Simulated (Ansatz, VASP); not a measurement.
# Two plane-wave programs on Ba

File INCAR:

```
SYSTEM = Ba
PREC = Accurate
ENCUT = 520
EDIFF = 1E-6
ISMEAR = 0
SIGMA = 0.15
LREAL = .FALSE.
LASPH = .TRUE.
NELM = 60
ALGO = Fast
ISIF = 2
LWAVE = .FALSE.
LCHARG = .FALSE.
GGA = PE
NBANDS = 11
```

File KPOINTS:

```
regular mesh
0
G
  16 16 16
  0 0 0
```

File POSCAR:

```
Ba
1.0
   -2.7158668521      2.7158668521      2.1183761447
    2.7158668521     -2.7158668521      2.1183761447
    2.7158668521      2.7158668521     -2.1183761447
Ba
1
Direct
    0.0000000000      0.0000000000      0.0000000000
```

Input for Ansatz:

```yaml
crystal:
  lattice:
    - [-2.7158668521, 2.7158668521, 2.1183761447]
    - [2.7158668521, -2.7158668521, 2.1183761447]
    - [2.7158668521, 2.7158668521, -2.1183761447]
  atoms:
    - { symbol: Ba, position: [0.0, 0.0, 0.0] }
basis:
  ecutwfc: 420
kpoints:
  mp_grid: { grid: [16, 16, 16] }
hamiltonian:
  xc: pbe
scf:
  occupations: { method: gaussian, width: 0.15 }
output:
  forces: true
  stress: true
  eigenvalues: true
```

Alike in both runs: task single point; functional PBE; k mesh 16 × 16 × 16; occupations gaussian, width 0.15 eV; no spin polarisation.

```csv
,VASP,Ansatz
version,VASP 6.6.1,Ansatz 0.2.0
potentials or method,"VASP PAW PBE potentials, release 64 (Ba_sv), cutoff 520 eV","scalar-relativistic, plane waves, PAW"
valence electrons in the cell,10,10
```

|  | VASP | Ansatz | Ansatz less VASP |
| --- | --- | --- | --- |
| gap on the k mesh at the Fermi level (eV) | none | none | - |
| pressure (GPa) | 0.3 | 0.3 | -0.06 |
| traceless stress, the component that is largest in VASP (GPa) | 1.66 | 1.65 | -0.006 |

A gap of «none» marks a metal or a gap that the smearing closes. With one functional, cell and mesh, what is left measures potentials, basis and numerics.

Spin-orbit coupling is off throughout.
